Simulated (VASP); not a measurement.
# BN (P1) in VASP: single point with PBE

Aim: the single point of BN with PBE.

Everything below comes from runs of VASP 6.6.1. Logs are shortened: lines on timing, memory, paths and dates and some standing lists are left out, and cuts for length are marked.

### Step 1. The cell of the first run

The typed cell holds 8 atoms: a = 2.555 Å, b = 4.425 Å, c = 4.937 Å, α = 116.62°, β = 104.99°, γ = 90.00°.

### Step 2. Single point, PBE (atoms moved at random)

INCAR reads:

```
SYSTEM = BN
ALGO     = Normal         ! electronic algorithm
EDIFF    = 1E-7           ! SCF threshold, eV
ENCUT    = 520            ! plane-wave cutoff, eV
GGA      = PE             ! functional
ISIF     = 2              ! what is computed and relaxed
ISMEAR   = 0              ! smearing method
LASPH    = .True.         ! aspherical terms in the spheres
LCHARG   = .False.        ! write CHGCAR
LREAL    = .False.        ! projectors in reciprocal space
LWAVE    = .False.        ! write WAVECAR
NBANDS   = 26             ! bands
NELM     = 60             ! most SCF steps
PREC     = Accurate       ! precision mode
SIGMA    = 0.05           ! smearing width, eV
```

KPOINTS reads:

```
k-points
0
Gamma
  10 10 10
  0 0 0
```

POSCAR reads:

```
BN
1.0
   -2.5545800964      0.0000000000      0.0000000000
   -0.0000000001      4.4246625189      0.0000000000
    1.2772900482     -2.2123312595     -4.2245145354
B N
4 4
Direct
    0.1422158239      0.6459108219      0.0215126741
    0.4871342098      0.1812684592      0.0083543891
    0.8053441468      0.0667853235      0.4846757105
    0.1986409493      0.5745024655      0.5158022657
    0.1813164081      0.9253583129      0.4127831605
    0.6400342774      0.3476218928      0.3852992487
    0.9037330138      0.2256870265      0.8169920216
    0.3915811710      0.7828656976      0.8545805299
```

Potentials or basis: VASP PAW PBE potentials, release 64 (B, N).

The run is started by

```console
> cat potpaw_PBE.64/B/POTCAR potpaw_PBE.64/N/POTCAR > POTCAR
> mpirun -np 1 vasp_std > vasp.out
```

OUTCAR:

```text
SYSTEM = BN
   EDIFF = 1E-7
   ENCUT = 520
   GGA = PE
   ISIF = 2
   ISMEAR = 0
   LASPH = .True.
   LREAL = .False.
   NELM = 60
   PREC = Accurate

 ion  position               nearest neighbor table
   1  0.142  0.646  0.022-   8 1.47   7 1.69   5 1.74
   2  0.487  0.181  0.008-   8 1.56   6 1.60   7 1.61   7 1.66
   3  0.805  0.067  0.485-   5 1.19   7 1.41   6 1.55   5 1.60
   4  0.199  0.575  0.516-   8 1.44   6 1.55   6 1.58   5 1.83
   5  0.181  0.925  0.413-   3 1.19   3 1.60   1 1.74   4 1.83
   6  0.640  0.348  0.385-   3 1.55   4 1.55   4 1.58   2 1.60
   7  0.904  0.226  0.817-   3 1.41   2 1.61   2 1.66   1 1.69
   8  0.392  0.783  0.855-   4 1.44   1 1.47   2 1.56

  LATTYP: Found a body centered orthorhombic cell.
 ALAT       =     2.5545800964
 B/A-ratio  =     1.7320508075
 C/A-ratio  =     3.3074042512

  Lattice vectors:

 A1 = (  -1.2772900482,   2.2123312595,   4.2245145354)
 A2 = (   1.2772900483,  -2.2123312594,   4.2245145354)
 A3 = (   1.2772900481,   2.2123312594,  -4.2245145354)

Analysis of symmetry for initial positions (statically):
=====================================================================
 Subroutine PRICEL returns:
 Original cell was already a primitive cell.

 Routine SETGRP: Setting up the symmetry group for a
 body centered orthorhombic supercell.

 Subroutine GETGRP returns: Found  1 space group operations
 (whereof  1 operations were pure point group operations)
 out of a pool of  8 trial point group operations.

The static configuration has the point symmetry C_1 .

Analysis of symmetry for dynamics (positions and initial velocities):
=====================================================================
 Subroutine PRICEL returns:
 Original cell was already a primitive cell.

 Routine SETGRP: Setting up the symmetry group for a
 body centered orthorhombic supercell.

 Subroutine GETGRP returns: Found  1 space group operations
 (whereof  1 operations were pure point group operations)
 out of a pool of  8 trial point group operations.

The dynamic configuration has the point symmetry C_1 .

 Subroutine INISYM returns: Found  1 space group operations
 (whereof  1 operations are pure point group operations),
 and found     1 'primitive' translations

----------------------------------------------------------------------------------------

                                     Primitive cell

  volume of cell :      47.7503

  direct lattice vectors                    reciprocal lattice vectors
    -2.554580096  0.000000000  0.000000000    -0.391453766 -0.000000000 -0.118356795
    -0.000000000  4.424662519  0.000000000     0.000000000  0.226005937 -0.118356795
     1.277290048 -2.212331259 -4.224514535     0.000000000  0.000000000 -0.236713590

  length of vectors
     2.554580096  4.424662519  4.936841351     0.408955232  0.255121568  0.236713590

  position of ions in fractional coordinates (direct lattice)
     0.142215824  0.645910822  0.021512674
     0.487134210  0.181268459  0.008354389
     0.805344147  0.066785323  0.484675710
     0.198640949  0.574502465  0.515802266
     0.181316408  0.925358313  0.412783160
     0.640034277  0.347621893  0.385299249
     0.903733014  0.225687026  0.816992022
     0.391581171  0.782865698  0.854580530

  ion indices of the primitive-cell ions
   primitive index   ion index
                 1           1
                 2           2
                 3           3
                 4           4
                 5           5
                 6           6
                 7           7
                 8           8

----------------------------------------------------------------------------------------

 KPOINTS: k-points

Automatic generation of k-mesh.
 Grid dimensions read from file:
 generate k-points for:   10   10   10

 Generating k-lattice:

  Cartesian coordinates                     Fractional coordinates (reciprocal lattice)
    -0.039145377 -0.000000000 -0.011835679     0.100000000  0.000000000  0.000000000
     0.000000000  0.022600594 -0.011835679     0.000000000  0.100000000  0.000000000
     0.000000000  0.000000000 -0.023671359     0.000000000  0.000000000  0.100000000

  Length of vectors
     0.040895523  0.025512157  0.023671359

  Shift w.r.t. Gamma in fractional coordinates (k-lattice)
     0.000000000  0.000000000  0.000000000

 Subroutine IBZKPT returns following result:
 ===========================================

 Found    504 irreducible k-points:

 Following reciprocal coordinates:
            Coordinates               Weight
  0.000000  0.000000  0.000000      1.000000
  0.100000  0.000000  0.000000      2.000000
  0.100000  0.000000 -0.100000      2.000000
  0.200000  0.000000  0.000000      2.000000
  0.200000  0.000000 -0.200000      2.000000
  0.300000  0.000000  0.000000      2.000000
[... 16 lines left out ...]
  0.300000 -0.100000 -0.300000      2.000000
 -0.300000  0.100000 -0.100000      2.000000
 [... further k-points ...]
   k-points           NKPTS =    504   k-points in BZ     NKDIM =    504   number of bands    NBANDS=     26
   number of dos      NEDOS =    301   number of ions     NIONS =      8
   total plane-waves  NPLWV =  28800
   dimension x,y,z NGX =    20 NGY =   36 NGZ =   40
   dimension x,y,z NGXF=    40 NGYF=   72 NGZF=   80
   ions per type =               4   4
   NGX,Y,Z   is equivalent  to a cutoff of  13.02, 13.53, 13.47 a.u.
   NGXF,Y,Z  is equivalent  to a cutoff of  26.03, 27.05, 26.94 a.u.
 SYSTEM =  BN
   PREC   = accura    normal or accurate (medium, high low for compatibility)
   ISTART =      0    job   : 0-new  1-cont  2-samecut
   ICHARG =      2    charge: 1-file 2-atom 10-const
   ISPIN  =      1    spin polarized calculation?
   LNONCOLLINEAR =      F non collinear calculations
   LSORBIT =      F    spin-orbit coupling
   LASPH  =      T    aspherical Exc in radial PAW
   ENCUT  =  520.0 eV  38.22 Ry    6.18 a.u.   4.75  8.23  9.18*2*pi/ulx,y,z
   NELM   =     60;   NELMIN=  2; NELMDL= -5     # of ELM steps
   EDIFF  = 0.1E-06   stopping-criterion for ELM
   LREAL  =      F    real-space projection
   EDIFFG = 0.1E-05   stopping-criterion for IOM
   NSW    =      0    number of steps for IOM
   IBRION =     -1    ionic relax: 0-MD 1-quasi-New 2-CG
   NFREE  =      0    steps in history (QN), initial steepest desc. (CG)
   ISIF   =      2    stress and relaxation
   ISYM   =      2    0-nonsym 1-usesym 2-fastsym
   POTIM  = 0.5000    time-step for ionic-motion
   TEBEG  =    0.0;   TEEND  =   0.0 temperature during run
   PSTRESS=    0.0 pullay stress
   NELECT =      32.0000    total number of electrons
   NUPDOWN=      -1.0000    fix difference up-down
   EMIN   =  10.00;   EMAX   =-10.00  energy-range for DOS
   EFERMI =   0.00;   METHOD = LEGACY
   ISMEAR =     0;   SIGMA  =   0.05  broadening in eV -4-tet -1-fermi 0-gaus
   EFERMI_NEDOS =   21; number of points for ismear=-14 and -15
   IALGO  =     38    algorithm
   IMIX   =      4    mixing-type and parameters
     AMIX     =   0.40;   BMIX     =  1.00
     AMIX_MAG =   1.60;   BMIX_MAG =  1.00
  volume/ion in A,a.u.               =       5.97        40.28
  Fermi-wavevector in a.u.,A,eV,Ry     =   1.432625  2.707270 27.924811  2.052416
  Thomas-Fermi vector in A             =   2.552232
   LORBIT       =      0    0 simple, 1 ext, 2 COOP (PROOUT), +10 PAW based schemes
   GGA     = PE    functional components
   LHFCALC =     F    Hartree Fock is set to
   AEXX    =    0.0000 exact exchange contribution
   IVDW    =     0    specifies the selected vdW correction
   LEPSILON=     F    determine dielectric tensor
   LRPA    =     F    only Hartree local field effects (RPA)
 non-spin polarized calculation
 Gauss-broadening in eV      SIGMA  =   0.05
  energy-cutoff  :      520.00
  volume of cell :       47.75
 maximum number of plane-waves:      1312
   NGX =  9   NGY = 17   NGZ = 19

 number of electron      32.0000000 magnetization

 Free energy of the ion-electron system (eV)
  ---------------------------------------------------
  ext. energy  EPLUGINS =         0.00000000
  ---------------------------------------------------
  free energy    TOTEN  =       -62.16840418 eV

  energy without entropy =      -62.16840418  energy(sigma->0) =      -62.16840418

 E-fermi :   8.9699     XC(G=0): -12.7764

 val. band max:        8.7678758799   @ k =   0.0000   0.1000   0.1000
 cond. band min:      10.6307660264   @ k =   0.3000  -0.1000   0.4000
 fundamental gap:      1.8628901464
 Fermi energy:         8.9698883355

 k-point     1 :       0.0000    0.0000    0.0000
  band No.  band energies     occupation
      1     -13.1831      2.00000
      2      -8.8609      2.00000
      3      -8.6854      2.00000
      4      -7.6885      2.00000
      5      -3.6920      2.00000
      6      -2.6258      2.00000
[... 18 lines left out ...]
     25      18.3576      0.00000
     26      18.7275      0.00000

 k-point     2 :       0.1000    0.0000    0.0000
  band No.  band energies     occupation
      1     -13.0133      2.00000
      2      -8.8148      2.00000
      3      -8.5894      2.00000
      4      -7.5919      2.00000
      5      -3.4757      2.00000
      6      -2.4860      2.00000
[... 18 lines left out ...]
     25      18.6808      0.00000
     26      18.9280      0.00000

 k-point     3 :       0.1000    0.0000   -0.1000
  band No.  band energies     occupation
      1     -13.0142      2.00000
      2      -8.8219      2.00000
      3      -8.5753      2.00000
      4      -7.5960      2.00000
      5      -3.4786      2.00000
      6      -2.4692      2.00000
[... 572 lines left out ...]
 k-point    23 :       0.3000   -0.1000   -0.3000
  band No.  band energies     occupation
      1     -11.6040      2.00000
      2      -8.5555      2.00000
      3      -8.1701      2.00000
      4      -7.3132      2.00000
      5      -2.1057      2.00000
      6      -1.6706      2.00000
[... 18 lines left out ...]
     25      19.6094      0.00000
     26      20.4859      0.00000

 k-point    24 :      -0.3000    0.1000   -0.1000
  band No.  band energies     occupation
      1     -11.5813      2.00000
      2      -8.6790      2.00000
      3      -8.1354      2.00000
      4      -7.2507      2.00000
      5      -2.0862      2.00000
      6      -1.5055      2.00000
[... 18 lines left out ...]
     25      19.5314      0.00000
     26      20.5820      0.00000

 [... further k-points ...]

------------------------ aborting loop because EDIFF is reached ----------------------------------------

  FORCE on cell =-STRESS in cart. coord.  units (eV):
  Direction    XX          YY          ZZ          XY          YZ          ZX
  --------------------------------------------------------------------------------------
  -------------------------------------------------------------------------------------
  Total       18.8578667      6.5199931      6.0021973      7.5141388      0.8067634     -2.2002865
  in kB      632.7419952    218.7667086    201.3929988    252.1234902     27.0695032    -73.8266794
  external PRESSURE =     350.9672342 kB  Pullay stress =       0.0000000 kB

 VOLUME and BASIS-vectors are now :
 -----------------------------------------------------------------------------
  energy-cutoff  :      520.00
  volume of cell :       47.75
      direct lattice vectors                 reciprocal lattice vectors
    -2.554580096  0.000000000  0.000000000    -0.391453766 -0.000000000 -0.118356795
    -0.000000000  4.424662519  0.000000000     0.000000000  0.226005937 -0.118356795
     1.277290048 -2.212331259 -4.224514535     0.000000000  0.000000000 -0.236713590

 POSITION                                       TOTAL-FORCE (eV/Angst)
 -----------------------------------------------------------------------------------
     -0.33582      2.81034     -0.09088         3.193480      2.233558      1.958326
     -1.23375      0.78357     -0.03529         0.033008     -1.903042      3.106188
     -1.43824     -0.77676     -2.04752        15.891924      7.448481     -3.603898
      0.15138      1.40085     -2.17901        -0.927699      1.208940      0.637196
      0.06406      3.18119     -1.74381       -15.993889    -13.464475     11.396767
     -1.14288      0.68570     -1.62770        -1.416456      4.232403      2.840343
     -1.26512     -0.80887     -3.45139        -0.828531      2.887748    -12.219028
      0.09122      1.57330     -3.61019         0.048165     -2.643614     -4.115894
 -----------------------------------------------------------------------------------
    total drift:                               -0.000043     -0.000029      0.000091

  FREE ENERGIE OF THE ION-ELECTRON SYSTEM (eV)
  ---------------------------------------------------
  free  energy   TOTEN  =       -62.1684041838 eV

  energy  without entropy=      -62.1684041838  energy(sigma->0) =      -62.16840418
```

Run time: 9.4 min. Hardware: 1 thread of Intel Xeon Platinum 8259CL at 2.50GHz (Skylake/Cascade Lake), shared host; peak memory 0.53 GiB.

Results:

```
Free energy            : -62.1684 eV
Pressure               : 35.1 GPa
Largest force          : 23.811 eV/Å
Band gap on the k mesh : 1.86 eV (least direct gap 2.75 eV)
```

Forces in eV/Å, atoms in the order of the input:
```
B     3.193   2.234   1.958
B     0.033  -1.903   3.106
B    15.892   7.448  -3.604
B    -0.928   1.209   0.637
N   -15.994 -13.464  11.397
N    -1.416   4.232   2.840
N    -0.829   2.888 -12.219
N     0.048  -2.644  -4.116
```

Stress tensor (GPa, compression positive):
```
63.27 25.21 -7.38
25.21 21.88  2.71
-7.38  2.71 20.14
```

Levels at points of the mesh, in eV from the valence-band top:
| k point | band 13 | band 14 | band 15 | band 16 | band 17 | band 18 | band 19 | band 20 |
| --- | --- | --- | --- | --- | --- | --- | --- | --- |
| (0.00, 0.00, 0.00) | -2.79 | -1.69 | -0.96 | -0.01 | 2.82 | 4.58 | 5.32 | 5.54 |
| (0.50, 0.00, 0.00) | -5.53 | -5.16 | -4.46 | -3.37 | 3.27 | 5.44 | 5.48 | 7.22 |
| (0.50, 0.00, 0.50) | -5.74 | -4.91 | -4.57 | -3.26 | 3.12 | 5.45 | 6.04 | 6.41 |
| (0.00, 0.50, 0.00) | -3.87 | -2.86 | -2.44 | -0.40 | 3.53 | 3.69 | 5.99 | 7.39 |
| (0.00, 0.50, 0.50) | -3.76 | -3.07 | -2.46 | -0.65 | 2.71 | 4.57 | 5.37 | 6.63 |
| (0.50, 0.50, 0.00) | -5.29 | -3.79 | -3.17 | -2.47 | 2.80 | 3.66 | 4.61 | 5.98 |
| (0.50, 0.50, 0.50) | -5.10 | -4.36 | -3.88 | -2.19 | 2.51 | 3.54 | 4.69 | 6.13 |
| (0.00, 0.00, 0.50) | -2.77 | -2.27 | -1.46 | 0.00 | 3.19 | 3.50 | 5.33 | 7.20 |

Caveat: the cell differs from its parent crystal (atoms moved at random); the cell stands under pressure; forces of over 1 eV/Å act on the atoms, so gaps and moduli don't describe the material at rest. A k mesh can miss the band edges.
